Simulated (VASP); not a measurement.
Wanted: the native input for a VASP 6.6.1 run.

```yaml
Task: single point
Functional: RPBE
Dispersion: D3(BJ)
Potentials_or_basis: VASP PAW PBE potentials, release 64 (Ta_pv)
Cutoff: 520 eV
k_mesh: 11 × 11 × 5
Occupations: methfessel-paxton, width 0.2 eV
Spin: no spin polarisation
Dipole_correction: no
Further_INCAR_settings: ALGO = Normal; EDIFF = 1e-06; NBANDS = 18
```

The structure of Ta lies in POSCAR:

```
Ta
1.0
    2.8611730502      0.0000000000      0.0000000000
   -1.4305865251      2.4778485461      0.0000000000
    0.0000000000      0.0000000000      5.0964509272
Ta
2
Direct
    0.3333333333      0.6666666667      0.2500000000
    0.6666666667      0.3333333333      0.7500000000
```

This cell differs from its parent crystal: volume scaled by 0.96.

One way to write it, as run:

INCAR

```
SYSTEM = Ta
  PREC = Accurate
  ENCUT = 520
  EDIFF = 1E-6
  ISMEAR = 1
  SIGMA = 0.2
  LREAL = .FALSE.
  LASPH = .TRUE.
  NELM = 100
  ALGO = Normal
  ISIF = 2
  LWAVE = .FALSE.
  LCHARG = .TRUE.
  GGA = RP
  IVDW = 12
  LELF = .TRUE.
  LVHAR = .TRUE.
  NBANDS = 18
```

KPOINTS

```
regular mesh
0
G
  11 11 5
  0 0 0
```

Potentials or basis: VASP PAW PBE potentials, release 64 (Ta_pv).

Launch:

```console
$ cat potpaw_PBE.64/Ta_pv/POTCAR > POTCAR
$ mpirun -np 1 vasp_std > vasp.out
```

It gave:

```yaml
Pressure: -32.5 GPa
Band_gap_on_the_k_mesh: zero (band 11 reaches 6.99 eV, above the bottom of band 12 at 5.43 eV)
Dispersion_energy_per_atom: -4.785 eV
```

Caveat: the PAW data sets were made with another functional, which shifts forces and pressure a little; spin-orbit coupling is left out, which moves the levels of the heavy elements; pairwise dispersion overbinds metals, which lowers pressure and volume.

Wall time 43 s on 1 thread of AMD EPYC 7R13, on a shared host, peak memory 0.15 GiB.
